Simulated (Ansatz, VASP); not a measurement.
# One calculation of InCu2, two programs

File INCAR:

```
ALGO = Normal ; EDIFF = 1E-6
ENCUT = 520 ; ISIF = 2
ISMEAR = -1 ; LASPH = T
LCHARG = T ; LELF = T
LREAL = F ; LVHAR = T
LWAVE = F ; NBANDS = 44
NELM = 60 ; PREC = Accurate
SIGMA = 0.05
```

File KPOINTS:

```
k-points
0
Gamma
  9 9 6
```

The input POSCAR:

```
InCu2
1.0
    4.3283297744      0.0000000000      0.0000000000
   -2.1641648872      3.7484435406      0.0000000000
    0.0000000000      0.0000000000      5.2140339769
In Cu
2 4
Direct
    0.3333333333      0.6666666667      0.7500000000
    0.6666666667      0.3333333333      0.2500000000
    0.3333333333      0.6666666667      0.2500000000
    0.6666666667      0.3333333333      0.7500000000
    0.0000000000      0.0000000000      0.0000000000
    0.0000000000      0.0000000000      0.5000000000
```

Input for Ansatz:

```yaml
crystal:
  lattice:
    - [4.3283297744, 0.0, 0.0]
    - [-2.1641648872, 3.7484435406, 0.0]
    - [0.0, 0.0, 5.2140339769]
  atoms:
    - { symbol: In, position: [0.3333333333, 0.6666666667, 0.75] }
    - { symbol: In, position: [0.6666666667, 0.3333333333, 0.25] }
    - { symbol: Cu, position: [0.3333333333, 0.6666666667, 0.25] }
    - { symbol: Cu, position: [0.6666666667, 0.3333333333, 0.75] }
    - { symbol: Cu, position: [0.0, 0.0, 0.0] }
    - { symbol: Cu, position: [0.0, 0.0, 0.5] }
kpoints:
  mp_grid: { grid: [9, 9, 6] }
scf:
  occupations: { method: fermi_dirac, width: 0.05 }
hamiltonian:
  xc: lda
  pseudopotentials: { kind: all_electron, lapw: { basis_error: 0.0005 } }
output:
  forces: true
  stress: true
  eigenvalues: true
```

Alike in both runs: task single point; functional LDA; k mesh 9 × 9 × 6; occupations fermi-dirac, width 0.05 eV; no spin polarisation.

|  | VASP | Ansatz |
| --- | --- | --- |
| version | VASP 6.6.1 | Ansatz 0.2.0 |
| potentials or method | VASP PAW LDA potentials, release 64 (In_d, Cu), cutoff 520 eV | all-electron LAPW, scalar-relativistic |

VASP gave:

* pressure (GPa): 0.7

**Question.** Estimate Ansatz's values.

**Answer.** Pressure (GPa): 0.0.

LDA's correlation is that of Perdew and Zunger in VASP and of Perdew and Wang (1992) in Ansatz. Ansatz ran all-electron here, and VASP with PAW potentials.
